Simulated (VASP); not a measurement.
Write the native input for VASP 6.6.1 that does the following.

| Property | Result |
| --- | --- |
| Task | single point |
| Functional | PBE |
| Potentials or basis | VASP PAW PBE potentials, release 64 (Hg, Se, Li_sv) |
| Cutoff | 520 eV |
| k mesh | 5 × 5 × 5 |
| Occupations | fermi-dirac, width 0.1 eV |
| Spin | no spin polarisation |
| Dipole correction | no |
| Further INCAR settings | ALGO = Normal; EDIFF = 1e-07; NBANDS = 28 |

The structure of LiHgSe4 lies in POSCAR:

```
LiHgSe4
1.0
    0.0000000000      0.0000000000      4.3460280000
    5.7612470000     -5.7612470000      2.1730140000
    5.7612470000      5.7612470000     -2.1730140000
Hg Se Li
1 4 1
Direct
    0.0000000000      0.0000000000      0.0000000000
    0.4240000000      0.0140000000      0.2820000000
    0.5620000000      0.2820000000      0.9860000000
    0.1560000000      0.9860000000      0.7180000000
    0.8580000000      0.7180000000      0.0140000000
    0.7500000000      0.5000000000      0.5000000000
```

One way to write it, as run:

INCAR

```
PREC = Accurate ; ENCUT = 520
EDIFF = 1E-7 ; ISMEAR = -1
SIGMA = 0.1 ; LREAL = False
LASPH = True ; NELM = 100
ALGO = Normal ; ISIF = 2
LWAVE = False ; LCHARG = False
GGA = PE ; NBANDS = 28
```

KPOINTS

```
regular mesh
0
Gamma
  5 5 5
```

Potentials or basis: VASP PAW PBE potentials, release 64 (Hg, Se, Li_sv).

Command:

```sh
$ cat potpaw_PBE.64/Hg/POTCAR potpaw_PBE.64/Se/POTCAR potpaw_PBE.64/Li_sv/POTCAR > POTCAR
$ mpirun -np 1 vasp_std > vasp.out
```

Results of the run:

The largest force is 0.232 eV/Å. The band gap on the k mesh is zero (an odd number of electrons rules out a gap without spin polarisation).

Caveat: spin-orbit coupling is left out, which moves the levels of the heavy elements.

Run time: 6.5 min on 1 thread of Intel Xeon 8259CL, with other jobs on the host, peak memory 0.45 GiB.
